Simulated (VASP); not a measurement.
A run of VASP 6.6.1:

File INCAR:

```
PREC = Accurate
ENCUT = 520
EDIFF = 1E-6
ISMEAR = 0
SIGMA = 0.1
LREAL = F
LASPH = T
NELM = 60
ALGO = Normal
ISIF = 2
LWAVE = F
LCHARG = F
GGA = PE
NBANDS = 12
```

Contents of KPOINTS:

```
Automatic mesh
0
Gamma
  6 6 4
```

The input POSCAR:

```
Mg2As
1.0
    4.0490506681      0.0000000000      0.0000000000
   -2.0245253340      3.5065807398      0.0000000000
    0.0000000000      0.0000000000      4.3718985619
Mg As
2 1
Direct
    0.3333333333      0.6666666667      0.5000000000
    0.6666666667      0.3333333333      0.5000000000
    0.0000000000      0.0000000000      0.0000000000
```

Potentials or basis: VASP PAW PBE potentials, release 64 (Mg, As).

The run is started by

```bash
$ cat potpaw_PBE.64/Mg/POTCAR potpaw_PBE.64/As/POTCAR > POTCAR
$ mpirun -np 1 vasp_std > vasp.out
```

Hardware: 1 thread of Intel(R) Xeon(R) 6975P-C (Granite Rapids) (shared host).

Estimate the wall time of this run.

It took 7.3 s on 1 thread of Intel(R) Xeon(R) 6975P-C (Granite Rapids), with other jobs on the host, peak memory 0.18 GiB. Counts: scf iterations 12, k points 21.
